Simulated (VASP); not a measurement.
# GaN (zincblende type) (F-43m) in VASP: single point with LDA

Aim: the single point of GaN (zincblende type) with LDA.

Everything below comes from runs of VASP 6.6.1. Logs are shortened: lines on timing, memory, paths and dates and some standing lists are left out, and cuts for length are marked.

## Step 1: The cell of the first run

The structure is cubic, space group F-43m (No. 216). The conventional cell has a = 4.455 Å, b = 4.455 Å, c = 4.455 Å, α = 90.00°, β = 90.00°, γ = 90.00°. Ga (site symmetry -43m) has 4 N at 1.93 Å within 2.6 Å. Within 2.6 Å of N (site symmetry -43m) lie 4 Ga at 1.93 Å.

## Step 2: Single point, LDA

Contents of INCAR:

```
SYSTEM = GaN
ALGO = Normal ; EDIFF = 1E-6
ENCUT = 1330 ; GGA_COMPAT = .FALSE.
ISIF = 2 ; ISMEAR = -1
LASPH = .TRUE. ; LCHARG = .FALSE.
LREAL = .FALSE. ; LWAVE = .FALSE.
NBANDS = 16 ; NELM = 120
PREC = Accurate ; SIGMA = 0.05
```

Contents of KPOINTS:

```
k-points
0
G
  17 17 17
  0 0 0
```

Contents of POSCAR:

```
GaN
1.0
    0.0000000000      2.2275739829      2.2275739829
    2.2275739829      0.0000000000      2.2275739829
    2.2275739829      2.2275739829      0.0000000000
Ga N
1 1
Direct
    0.0000000000      0.0000000000      0.0000000000
    0.2500000000      0.2500000000      0.2500000000
```

Potentials or basis: VASP PAW LDA potentials, release 64 (Ga_d, N_h).

On the command line:

```
> cat potpaw_LDA.64/Ga_d/POTCAR potpaw_LDA.64/N_h/POTCAR > POTCAR
> mpirun -np 1 vasp_std > vasp.out
```

OUTCAR:

```text
SYSTEM = GaN
   EDIFF = 1E-6
   ENCUT = 1330
   ISIF = 2
   ISMEAR = -1
   LASPH = .TRUE.
   LREAL = .FALSE.
   NELM = 120
   PREC = Accurate

 ion  position               nearest neighbor table
   1  0.000  0.000  0.000-   2 1.93   2 1.93   2 1.93   2 1.93
   2  0.250  0.250  0.250-   1 1.93   1 1.93   1 1.93   1 1.93

  LATTYP: Found a face centered cubic cell.
 ALAT       =     4.4551479658

  Lattice vectors:

 A1 = (   0.0000000000,   2.2275739829,   2.2275739829)
 A2 = (   2.2275739829,   0.0000000000,   2.2275739829)
 A3 = (   2.2275739829,   2.2275739829,   0.0000000000)

Analysis of symmetry for initial positions (statically):
=====================================================================
 Subroutine PRICEL returns:
 Original cell was already a primitive cell.

 Routine SETGRP: Setting up the symmetry group for a
 face centered cubic supercell.

 Subroutine GETGRP returns: Found 24 space group operations
 (whereof 24 operations were pure point group operations)
 out of a pool of 48 trial point group operations.

The static configuration has the point symmetry T_d .

Analysis of symmetry for dynamics (positions and initial velocities):
=====================================================================
 Subroutine PRICEL returns:
 Original cell was already a primitive cell.

 Routine SETGRP: Setting up the symmetry group for a
 face centered cubic supercell.

 Subroutine GETGRP returns: Found 24 space group operations
 (whereof 24 operations were pure point group operations)
 out of a pool of 48 trial point group operations.

The dynamic configuration has the point symmetry T_d .

 Subroutine INISYM returns: Found 24 space group operations
 (whereof 24 operations are pure point group operations),
 and found     1 'primitive' translations

----------------------------------------------------------------------------------------

                                     Primitive cell

  volume of cell :      22.1068

  direct lattice vectors                    reciprocal lattice vectors
     0.000000000  2.227573983  2.227573983    -0.224459436  0.224459436  0.224459436
     2.227573983  0.000000000  2.227573983     0.224459436 -0.224459436  0.224459436
     2.227573983  2.227573983  0.000000000     0.224459436  0.224459436 -0.224459436

  length of vectors
     3.150265338  3.150265338  3.150265338     0.388775148  0.388775148  0.388775148

  position of ions in fractional coordinates (direct lattice)
     0.000000000  0.000000000  0.000000000
     0.250000000  0.250000000  0.250000000

  ion indices of the primitive-cell ions
   primitive index   ion index
                 1           1
                 2           2

----------------------------------------------------------------------------------------

 KPOINTS: k-points

Automatic generation of k-mesh.
 Grid dimensions read from file:
 generate k-points for:   17   17   17

 Generating k-lattice:

  Cartesian coordinates                     Fractional coordinates (reciprocal lattice)
    -0.013203496  0.013203496  0.013203496     0.058823529  0.000000000  0.000000000
     0.013203496 -0.013203496  0.013203496     0.000000000  0.058823529  0.000000000
     0.013203496  0.013203496 -0.013203496     0.000000000  0.000000000  0.058823529

  Length of vectors
     0.022869126  0.022869126  0.022869126

  Shift w.r.t. Gamma in fractional coordinates (k-lattice)
     0.000000000  0.000000000  0.000000000

 Subroutine IBZKPT returns following result:
 ===========================================

 Found    165 irreducible k-points:

 Following reciprocal coordinates:
            Coordinates               Weight
  0.000000  0.000000  0.000000      1.000000
  0.058824  0.000000  0.000000      8.000000
  0.117647  0.000000  0.000000      8.000000
  0.176471  0.000000  0.000000      8.000000
  0.235294  0.000000  0.000000      8.000000
  0.294118  0.000000  0.000000      8.000000
[... 16 lines left out ...]
 -0.176471  0.058824  0.000000     24.000000
 -0.117647  0.058824  0.000000     24.000000
 [... further k-points ...]
   k-points           NKPTS =    165   k-points in BZ     NKDIM =    165   number of bands    NBANDS=     16
   number of dos      NEDOS =    301   number of ions     NIONS =      2
   total plane-waves  NPLWV =  64000
   dimension x,y,z NGX =    40 NGY =   40 NGZ =   40
   dimension x,y,z NGXF=    80 NGYF=   80 NGZF=   80
   ions per type =               1   1
   NGX,Y,Z   is equivalent  to a cutoff of  21.11, 21.11, 21.11 a.u.
   NGXF,Y,Z  is equivalent  to a cutoff of  42.22, 42.22, 42.22 a.u.
 SYSTEM =  GaN
   PREC   = accura    normal or accurate (medium, high low for compatibility)
   ISTART =      0    job   : 0-new  1-cont  2-samecut
   ICHARG =      2    charge: 1-file 2-atom 10-const
   ISPIN  =      1    spin polarized calculation?
   LNONCOLLINEAR =      F non collinear calculations
   LSORBIT =      F    spin-orbit coupling
   LASPH  =      T    aspherical Exc in radial PAW
   ENCUT  = 1330.0 eV  97.75 Ry    9.89 a.u.   9.37  9.37  9.37*2*pi/ulx,y,z
   NELM   =    120;   NELMIN=  2; NELMDL= -5     # of ELM steps
   EDIFF  = 0.1E-05   stopping-criterion for ELM
   LREAL  =      F    real-space projection
   EDIFFG = 0.1E-04   stopping-criterion for IOM
   NSW    =      0    number of steps for IOM
   IBRION =     -1    ionic relax: 0-MD 1-quasi-New 2-CG
   NFREE  =      0    steps in history (QN), initial steepest desc. (CG)
   ISIF   =      2    stress and relaxation
   ISYM   =      2    0-nonsym 1-usesym 2-fastsym
   POTIM  = 0.5000    time-step for ionic-motion
   TEBEG  =    0.0;   TEEND  =   0.0 temperature during run
   PSTRESS=    0.0 pullay stress
   NELECT =      18.0000    total number of electrons
   NUPDOWN=      -1.0000    fix difference up-down
   EMIN   =  10.00;   EMAX   =-10.00  energy-range for DOS
   EFERMI =   0.00;   METHOD = LEGACY
   ISMEAR =    -1;   SIGMA  =   0.05  broadening in eV -4-tet -1-fermi 0-gaus
   EFERMI_NEDOS =   21; number of points for ismear=-14 and -15
   IALGO  =     38    algorithm
   IMIX   =      4    mixing-type and parameters
     AMIX     =   0.40;   BMIX     =  1.00
     AMIX_MAG =   1.60;   BMIX_MAG =  1.00
  volume/ion in A,a.u.               =      11.05        74.59
  Fermi-wavevector in a.u.,A,eV,Ry     =   1.528704  2.888833 31.795962  2.336937
  Thomas-Fermi vector in A             =   2.636426
   LORBIT       =      0    0 simple, 1 ext, 2 COOP (PROOUT), +10 PAW based schemes
   GGA     = CA    functional components
   LHFCALC =     F    Hartree Fock is set to
   AEXX    =    0.0000 exact exchange contribution
   IVDW    =     0    specifies the selected vdW correction
   LEPSILON=     F    determine dielectric tensor
   LRPA    =     F    only Hartree local field effects (RPA)
 non-spin polarized calculation
  energy-cutoff  :     1330.00
  volume of cell :       22.11
 maximum number of plane-waves:      2455
 NGX is ok and might be reduce to    40
   NGX = 19   NGY = 19   NGZ = 19

 number of electron      18.0000001 magnetization

 Free energy of the ion-electron system (eV)
  ---------------------------------------------------
  ext. energy  EPLUGINS =         0.00000000
  ---------------------------------------------------
  free energy    TOTEN  =       -13.94720355 eV

  energy without entropy =      -13.94720355  energy(sigma->0) =      -13.94720355

 E-fermi :   6.7975     XC(G=0): -12.3199

 val. band max:        5.7399334142   @ k =   0.0000   0.0000   0.0000
 cond. band min:       7.7149337293   @ k =   0.0000   0.0000   0.0000
 fundamental gap:      1.9750003151
 Fermi energy:         6.7975006995

 k-point     1 :       0.0000    0.0000    0.0000
  band No.  band energies     occupation
      1     -10.3680      2.00000
      2      -7.8507      2.00000
      3      -7.8507      2.00000
      4      -7.8507      2.00000
      5      -7.4961      2.00000
      6      -7.4961      2.00000
[... 8 lines left out ...]
     15      24.6855      0.00000
     16      24.6855      0.00000

 k-point     2 :       0.0588    0.0000    0.0000
  band No.  band energies     occupation
      1     -10.3256      2.00000
      2      -7.8452      2.00000
      3      -7.8452      2.00000
      4      -7.8385      2.00000
      5      -7.4968      2.00000
      6      -7.4968      2.00000
[... 8 lines left out ...]
     15      23.9989      0.00000
     16      23.9989      0.00000

 k-point     3 :       0.1176    0.0000    0.0000
  band No.  band energies     occupation
      1     -10.2048      2.00000
      2      -7.8303      2.00000
      3      -7.8303      2.00000
      4      -7.7959      2.00000
      5      -7.4980      2.00000
      6      -7.4980      2.00000
[... 8 lines left out ...]
     15      23.1870      0.00000
     16      23.1870      0.00000

 k-point     4 :       0.1765    0.0000    0.0000
  band No.  band energies     occupation
      1     -10.0264      2.00000
      2      -7.8095      2.00000
      3      -7.8095      2.00000
      4      -7.7038      2.00000
      5      -7.4977      2.00000
      6      -7.4977      2.00000
[... 8 lines left out ...]
     15      22.7022      0.00000
     16      22.7022      0.00000

 k-point     5 :       0.2353    0.0000    0.0000
  band No.  band energies     occupation
      1      -9.8256      2.00000
      2      -7.7882      2.00000
      3      -7.7882      2.00000
      4      -7.5328      2.00000
      5      -7.4932      2.00000
      6      -7.4932      2.00000
[... 8 lines left out ...]
     15      22.6597      0.00000
     16      22.6597      0.00000

 k-point     6 :       0.2941    0.0000    0.0000
  band No.  band energies     occupation
      1      -9.6442      2.00000
      2      -7.7712      2.00000
      3      -7.7712      2.00000
      4      -7.4829      2.00000
      5      -7.4829      2.00000
      6      -7.2552      2.00000
[... 8 lines left out ...]
     15      23.0738      0.00000
     16      23.0738      0.00000

 k-point     7 :       0.3529    0.0000    0.0000
  band No.  band energies     occupation
      1      -9.5115      2.00000
      2      -7.7609      2.00000
      3      -7.7609      2.00000
      4      -7.4683      2.00000
      5      -7.4683      2.00000
      6      -6.8744      2.00000
[... 8 lines left out ...]
     15      23.8414      0.00000
     16      23.8414      0.00000

 k-point     8 :       0.4118    0.0000    0.0000
  band No.  band energies     occupation
      1      -9.4322      2.00000
      2      -7.7561      2.00000
      3      -7.7561      2.00000
      4      -7.4540      2.00000
      5      -7.4540      2.00000
      6      -6.4586      2.00000
[... 8 lines left out ...]
     15      24.7665      0.00000
     16      24.7665      0.00000

 k-point     9 :       0.4706    0.0000    0.0000
  band No.  band energies     occupation
      1      -9.3968      2.00000
      2      -7.7546      2.00000
      3      -7.7546      2.00000
      4      -7.4453      2.00000
      5      -7.4453      2.00000
      6      -6.1605      2.00000
[... 8 lines left out ...]
     15      25.4991      0.00000
     16      25.4991      0.00000
[... 172 lines left out ...]
 k-point    19 :      -0.4118    0.0588    0.0000
  band No.  band energies     occupation
      1      -9.4049      2.00000
      2      -7.7537      2.00000
      3      -7.7486      2.00000
      4      -7.4581      2.00000
      5      -7.4529      2.00000
      6      -6.3048      2.00000
[... 8 lines left out ...]
     15      24.5177      0.00000
     16      25.3828      0.00000

 k-point    20 :      -0.3529    0.0588    0.0000
  band No.  band energies     occupation
      1      -9.4661      2.00000
      2      -7.7557      2.00000
      3      -7.7534      2.00000
      4      -7.4753      2.00000
      5      -7.4623      2.00000
      6      -6.6995      2.00000
[... 8 lines left out ...]
     15      23.4349      0.00000
     16      24.8611      0.00000

 k-point    21 :      -0.2941    0.0588    0.0000
  band No.  band energies     occupation
      1      -9.5765      2.00000
      2      -7.7633      2.00000
      3      -7.7621      2.00000
      4      -7.4923      2.00000
      5      -7.4778      2.00000
      6      -7.1012      2.00000
[... 8 lines left out ...]
     15      22.5058      0.00000
     16      24.2476      0.00000

 k-point    22 :      -0.2353    0.0588    0.0000
  band No.  band energies     occupation
      1      -9.7383      2.00000
      2      -7.7800      2.00000
      3      -7.7749      2.00000
      4      -7.5083      2.00000
      5      -7.5039      2.00000
      6      -7.4010      2.00000
[... 8 lines left out ...]
     15      21.9591      0.00000
     16      23.9093      0.00000

 k-point    23 :      -0.1765    0.0588    0.0000
  band No.  band energies     occupation
      1      -9.9314      2.00000
      2      -7.8015      2.00000
      3      -7.7936      2.00000
      4      -7.6464      2.00000
      5      -7.5079      2.00000
      6      -7.4800      2.00000
[... 8 lines left out ...]
     15      22.1292      0.00000
     16      24.0200      0.00000

 k-point    24 :      -0.1176    0.0588    0.0000
  band No.  band energies     occupation
      1     -10.1171      2.00000
      2      -7.8229      2.00000
      3      -7.8145      2.00000
      4      -7.7600      2.00000
      5      -7.5061      2.00000
      6      -7.4898      2.00000
[... 8 lines left out ...]
     15      22.4762      0.00000
     16      24.4076      0.00000

 [... further k-points ...]

------------------------ aborting loop because EDIFF is reached ----------------------------------------

  FORCE on cell =-STRESS in cart. coord.  units (eV):
  Direction    XX          YY          ZZ          XY          YZ          ZX
  --------------------------------------------------------------------------------------
  -------------------------------------------------------------------------------------
  Total        0.1389293      0.1389293      0.1389293      0.0000000      0.0000000      0.0000000
  in kB       10.0688086     10.0688086     10.0688086      0.0000000      0.0000000      0.0000000
  external PRESSURE =      10.0688086 kB  Pullay stress =       0.0000000 kB

 VOLUME and BASIS-vectors are now :
 -----------------------------------------------------------------------------
  energy-cutoff  :     1330.00
  volume of cell :       22.11
      direct lattice vectors                 reciprocal lattice vectors
     0.000000000  2.227573983  2.227573983    -0.224459436  0.224459436  0.224459436
     2.227573983  0.000000000  2.227573983     0.224459436 -0.224459436  0.224459436
     2.227573983  2.227573983  0.000000000     0.224459436  0.224459436 -0.224459436

 POSITION                                       TOTAL-FORCE (eV/Angst)
 -----------------------------------------------------------------------------------
      0.00000      0.00000      0.00000         0.000000      0.000000      0.000000
      1.11379      1.11379      1.11379        -0.000000     -0.000000     -0.000000
 -----------------------------------------------------------------------------------
    total drift:                               -0.000000     -0.000000     -0.000000

  FREE ENERGIE OF THE ION-ELECTRON SYSTEM (eV)
  ---------------------------------------------------
  free  energy   TOTEN  =       -13.9472035515 eV

  energy  without entropy=      -13.9472035515  energy(sigma->0) =      -13.94720355
```

Wall time 89 s (1 thread of Intel Xeon Platinum 8559C (Emerald Rapids), shared host); peak memory 0.38 GiB.

What came out:

```yaml
Free_energy: -13.9472 eV
Pressure: 1.0 GPa
Band_gap_on_the_k_mesh: 1.98 eV
```

Levels at points of the mesh, in eV from the valence-band top:
```csv
k point,band 7,band 8,band 9,band 10,band 11,band 12
"(0.00, 0.00, 0.00)",0.00,0.00,0.00,1.98,10.33,10.33
```

Caveat: an odd mesh through Γ misses points on the zone boundary, where band edges can lie.
